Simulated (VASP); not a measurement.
# Ge (Im-3m) in VASP: a series of runs, part 2 of 2

VASP 6.6.1.

## 3. Single point, LDA

The input, INCAR:

```
  PREC = Accurate
  ENCUT = 520
  EDIFF = 1E-7
  ISMEAR = -1
  SIGMA = 0.08
  LREAL = False
  LASPH = True
  NELM = 100
  ALGO = Normal
  ISIF = 2
  LWAVE = False
  LCHARG = False
  GGA = CA
  NBANDS = 13
```

The input, KPOINTS:

```
regular mesh
0
Gamma
  18 18 18
```

The input, POSCAR:

```
Ge
1.0
   -1.4646118763      1.4646118763      1.4646118763
    1.4646118763     -1.4646118763      1.4646118763
    1.4646118763      1.4646118763     -1.4646118763
Ge
1
Direct
    0.0000000000      0.0000000000      0.0000000000
```

Potentials or basis: VASP PAW LDA potentials, release 64 (Ge_d).

Launch:

```
$ cat potpaw_LDA.64/Ge_d/POTCAR > POTCAR
$ mpirun -np 1 vasp_std > vasp.out
```

It took 19 s on 1 thread of Intel Xeon Platinum 8259CL at 2.50GHz (Skylake/Cascade Lake), shared host; peak memory 0.14 GiB.

It converged, with:

```
Free energy            : -4.1477 eV
Pressure               : 61.6 GPa
Band gap on the k mesh : zero (band 7 reaches 25.95 eV, above the bottom of band 8 at 6.94 eV)
```

Levels at points of the mesh, in eV from the Fermi level:
```tsv
k point	band 4	band 5	band 6	band 7	band 8	band 9	band 10	band 11
(0.00, 0.00, 0.00)	-24.99	-24.99	-17.27	14.16	14.16	14.16	18.72	18.72
(0.50, 0.00, 0.00)	-24.99	-24.83	-8.25	-8.09	6.35	8.91	11.38	12.84
(0.50, 0.50, 0.50)	-24.87	-24.87	-0.97	-0.97	-0.97	0.77	4.09	4.09
```

## 4. Relaxation of cell and atoms, LDA, target pressure 61 GPa, at which the enthalpy is minimised

The input, INCAR:

```
  PREC = Accurate
  ENCUT = 600
  EDIFF = 1E-6
  ISMEAR = -1
  SIGMA = 0.08
  LREAL = F
  LASPH = T
  NELM = 100
  ALGO = Normal
  ISIF = 3
  LWAVE = F
  LCHARG = F
  GGA = CA
  IBRION = 2
  NSW = 60
  EDIFFG = -0.005
  PSTRESS = 610.0
```

KPOINTS is that of step 3.

The input, POSCAR:

```
Ge
1.0
   -1.4647596236      1.4647596236      1.4647596236
    1.4647596236     -1.4647596236      1.4647596236
    1.4647596236      1.4647596236     -1.4647596236
Ge
1
Direct
    0.0000000000      0.0000000000      0.0000000000
```

Potentials or basis: VASP PAW LDA potentials, release 64 (Ge_d).

Launch:

```
$ cat potpaw_LDA.64/Ge_d/POTCAR > POTCAR
$ mpirun -np 1 vasp_std > vasp.out
```

OUTCAR:

```text
PREC = Accurate
   ENCUT = 600
   EDIFF = 1E-6
   ISMEAR = -1
   LREAL = F
   LASPH = T
   NELM = 100
   ISIF = 3
   GGA = CA
   IBRION = 2
   NSW = 60
   EDIFFG = -0.005
   PSTRESS = 610.0

 ion  position               nearest neighbor table
   1  0.000  0.000  0.000-

  LATTYP: Found a body centered cubic cell.
 ALAT       =     2.9295192472

  Lattice vectors:

 A1 = (  -1.4647596236,   1.4647596236,   1.4647596236)
 A2 = (   1.4647596236,  -1.4647596236,   1.4647596236)
 A3 = (   1.4647596236,   1.4647596236,  -1.4647596236)

Analysis of symmetry for initial positions (statically):
=====================================================================
 Subroutine PRICEL returns:
 Original cell was already a primitive cell.

 Routine SETGRP: Setting up the symmetry group for a
 body centered cubic supercell.

 Subroutine GETGRP returns: Found 48 space group operations
 (whereof 48 operations were pure point group operations)
 out of a pool of 48 trial point group operations.

The static configuration has the point symmetry O_h .
[... 165 lines left out ...]
  --------------------------------------------------------------------------------------
  -------------------------------------------------------------------------------------
  Total        4.8204956      4.8204956      4.8204956     -0.0000000     -0.0000000      0.0000000
  in kB      614.3886765    614.3886765    614.3886765     -0.0000000     -0.0000000      0.0000000
  external PRESSURE =       4.3886765 kB  Pullay stress =     610.0000000 kB
[... 98 lines left out ...]
--------------------------------------- Ionic step        4  -------------------------------------------

 number of electron      14.0000013 magnetization

 Free energy of the ion-electron system (eV)
  ---------------------------------------------------
  ext. energy  EPLUGINS =         0.00000000
  ---------------------------------------------------
  free energy    TOTEN  =        -4.15720857 eV

  energy without entropy =       -4.14970791  energy(sigma->0) =       -4.15345824

 E-fermi :  11.7549     XC(G=0): -13.7990

 val. band max:       11.7477051814   @ k =   0.2222   0.2222   0.1667
 cond. band min:      11.7678352112   @ k =  -0.3889   0.3889   0.3889
 fundamental gap:      0.0201300299
 Fermi energy:        11.7549148638

 k-point     1 :       0.0000    0.0000    0.0000
  band No.  band energies     occupation
      1     -13.4959      2.00000
      2     -13.4959      2.00000
      3     -13.4959      2.00000
      4     -13.2332      2.00000
      5     -13.2332      2.00000
      6      -5.4942      2.00000
      7      25.8863      0.00000
      8      25.8863      0.00000
      9      25.8863      0.00000
     10      30.4486      0.00000
     11      30.4486      0.00000
[... 309 lines left out ...]
 k-point    24 :       0.3889    0.1111    0.0000
  band No.  band energies     occupation
      1     -13.5862      2.00000
      2     -13.5141      2.00000
      3     -13.2534      2.00000
      4     -13.2445      2.00000
      5     -13.1078      2.00000
      6       2.0231      2.00000
      7       6.0374      2.00000
      8      15.5210      0.00000
      9      19.2342      0.00000
     10      25.0135      0.00000
     11      28.1214      0.00000

 [... further k-points ...]
[... 5 lines left out ...]
  --------------------------------------------------------------------------------------
  -------------------------------------------------------------------------------------
  Total        4.7961039      4.7961039      4.7961039      0.0000000      0.0000000      0.0000000
  in kB      610.2704261    610.2704261    610.2704261      0.0000000      0.0000000      0.0000000
  external PRESSURE =       0.2704261 kB  Pullay stress =     610.0000000 kB
[... 20 lines left out ...]
  energy  without entropy=       -4.1497079129  energy(sigma->0) =       -4.15345824

  enthalpy is  TOTEN    =         0.6367700393 eV   P V=        4.7939786099

 reached required accuracy - stopping structural energy minimisation
```

It took 37 s on 1 thread of Intel Xeon Platinum 8259CL at 2.50GHz (Skylake/Cascade Lake), shared host; peak memory 0.14 GiB.

Results:

| Item | Value |
| --- | --- |
| Free energy | -4.1572 eV |
| Relaxed volume | 12.59 Å³/atom |
| Relaxed cell | a = 2.538 Å, b = 2.538 Å, c = 2.538 Å, α = 109.47°, β = 109.47°, γ = 109.47° |
| Space group after relaxing (to 0.05 Å) | Im-3m (No. 229) |
| Energy change on relaxing (the enthalpy is what falls) | -8.0 meV/atom |
| Ionic steps | 4 |
| Pressure after relaxing | 61.0 GPa |
| Band gap on the k mesh | zero (band 7 reaches 25.89 eV, above the bottom of band 8 at 6.92 eV) |

The path:
| step | energy change (eV) | largest force (eV/Å) | pressure (GPa) | volume (Å³) |
| --- | --- | --- | --- | --- |
| 1 | 0.0000 | 0.0000 | 61.44 | 12.57 |
| 2 | -0.0238 | 0.0000 | 60.02 | 12.63 |
| 3 | -0.0091 | 0.0000 | 60.93 | 12.59 |
| 4 | -0.0080 | 0.0000 | 61.03 | 12.59 |

Final structure:
```xyz
1
Lattice="-1.4656 1.4656 1.4656 1.4656 -1.4656 1.4656 1.4656 1.4656 -1.4656" Properties=species:S:1:pos:R:3 pbc="T T T"
Ge    0.0000    0.0000    0.0000
```

Caveat: the cell is relaxed towards a set pressure, so the enthalpy falls and the energy may rise.

## 5. Relaxation of cell and atoms, LDA, target pressure 61 GPa, at which the enthalpy is minimised

The input, INCAR:

```
SYSTEM = Ge
  PREC = Accurate
  ENCUT = 600
  EDIFF = 1E-6
  ISMEAR = -1
  SIGMA = 0.08
  LREAL = .FALSE.
  LASPH = .TRUE.
  NELM = 80
  ALGO = Normal
  ISIF = 3
  LWAVE = .FALSE.
  LCHARG = .FALSE.
  GGA = CA
  IBRION = 2
  NSW = 32
  EDIFFG = -0.005
  PSTRESS = 610.0
```

The input, KPOINTS:

```
Automatic mesh
0
G
  18 18 18
  0 0 0
```

The input, POSCAR:

```
Ge
1.0
   -1.4644247001      1.4644247001      1.4644247001
    1.4644247001     -1.4644247001      1.4644247001
    1.4644247001      1.4644247001     -1.4644247001
Ge
1
Direct
    0.0000000000      0.0000000000      0.0000000000
```

Launch:

```
$ cat potpaw_LDA.64/Ge_d/POTCAR > POTCAR
$ mpirun -np 1 vasp_std > vasp.out
```

Wall time 38 s (1 thread of Intel Xeon Platinum 8259CL at 2.50GHz (Skylake/Cascade Lake), shared host); peak memory 0.15 GiB.

It converged, with:

* Free energy: -4.1565 eV
* Relaxed volume: 12.59 Å³/atom
* Relaxed cell: a = 2.538 Å, b = 2.538 Å, c = 2.538 Å, α = 109.47°, β = 109.47°, γ = 109.47°
* Space group after relaxing (to 0.05 Å): Im-3m (No. 229)
* Energy change on relaxing (the enthalpy is what falls): -10.6 meV/atom
* Ionic steps: 4
* Pressure after relaxing: 61.1 GPa
* Band gap on the k mesh: zero (band 7 reaches 25.89 eV, above the bottom of band 8 at 6.92 eV)

The path:
```tsv
step	energy change (eV)	largest force (eV/Å)	pressure (GPa)	volume (Å³)
1	0.0000	0.0000	61.66	12.56
2	-0.0356	0.0000	59.46	12.66
3	-0.0123	0.0000	60.89	12.59
4	-0.0106	0.0000	61.06	12.59
```

Final structure:
```xyz
1
Lattice="-1.4655 1.4655 1.4655 1.4655 -1.4655 1.4655 1.4655 1.4655 -1.4655" Properties=species:S:1:pos:R:3 pbc="T T T"
Ge    0.0000    0.0000    0.0000
```

Levels at points of the mesh, in eV from the Fermi level:
| k point | band 5 | band 6 | band 7 | band 8 | band 9 | band 10 |
| --- | --- | --- | --- | --- | --- | --- |
| (0.00, 0.00, 0.00) | -24.99 | -17.25 | 14.13 | 14.13 | 14.13 | 18.70 |
| (0.50, 0.00, 0.00) | -24.83 | -8.25 | -8.07 | 6.34 | 8.90 | 11.37 |
| (0.50, 0.50, 0.50) | -24.87 | -0.97 | -0.97 | -0.97 | 0.75 | 4.09 |

Caveat: the cell is relaxed towards a set pressure, so the enthalpy falls and the energy may rise.

## 6. Summary

| task | cell | cutoff (eV) | gap on the mesh (eV) | pressure (GPa) |
| --- | --- | --- | --- | --- |
| single point | a = 2.536 Å, angles 109.5°, 1 atom | 520 | none | 61.7 |
| single point | a = 2.537 Å, angles 109.5°, 1 atom | 520 | none | 61.6 |
| relaxation of cell and atoms | relaxed to 61 GPa from a = 2.537 Å, angles 109.5°, 1 atom | 600 | none | 61.0 |
| relaxation of cell and atoms | relaxed to 61 GPa from a = 2.536 Å, angles 109.5°, 1 atom | 600 | none | 61.1 |

Alike in all rows: level LDA; potentials or basis VASP PAW LDA potentials, release 64 (Ge_d); no spin polarisation; k mesh 18 × 18 × 18; smearing fermi-dirac 0.08 eV.

Caveats: the cell is relaxed towards a set pressure, so the enthalpy falls and the energy may rise (some runs).

Absolute energies hang on the potentials; compare differences alone.
